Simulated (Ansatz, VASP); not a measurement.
**Two plane-wave programs on Sb**

```xyz
12
Lattice="4.6318 2.6742 5.2980 -4.6318 2.6742 5.2980 0.0000 -5.3484 5.2980" Properties=species:S:1:pos:R:3 pbc="T T T"
Sb   -2.8917    1.6695    3.8993
Sb    0.0000   -3.3390    3.8993
Sb    2.8917    1.6695    3.8993
Sb    2.8917   -1.6695   11.9946
Sb   -2.8917   -1.6695   11.9946
Sb    0.0000    3.3390   11.9946
Sb   -1.5353    0.8864    6.4346
Sb    0.0000   -1.7729    6.4346
Sb    1.5353    0.8864    6.4346
Sb    1.5353   -0.8864    9.4593
Sb   -1.5353   -0.8864    9.4593
Sb    0.0000    1.7729    9.4593
```

Alike in both runs: functional PBEsol; k mesh 6 × 6 × 6; occupations gaussian, width 0.1 eV; no spin polarisation.

Ansatz relaxed the structure, and its values are those at the end. VASP's run is a single point on that final structure, the one shown.

```csv
,VASP,Ansatz
version,VASP 6.6.1,Ansatz 0.2.0
potentials or method,"VASP PAW PBE potentials, release 64 (Sb), cutoff 520 eV","scalar-relativistic, plane waves, PAW"
valence electrons in the cell,60,180
```

```csv
,VASP,Ansatz,Ansatz less VASP
gap on the k mesh at the Fermi level (eV),none,none,-
pressure (GPa),0.1,0.0,-0.10
rms of the force components (eV/Å),0.016,0.003,-0.0131
```

VASP's potentials were made for PBE, not for PBEsol. A gap of «none» marks a metal or a gap that the smearing closes. VASP's potentials hold 60 valence electrons a cell and Ansatz's 180, so a difference there can come from the potentials and not from the codes.

Spin-orbit coupling is off throughout.
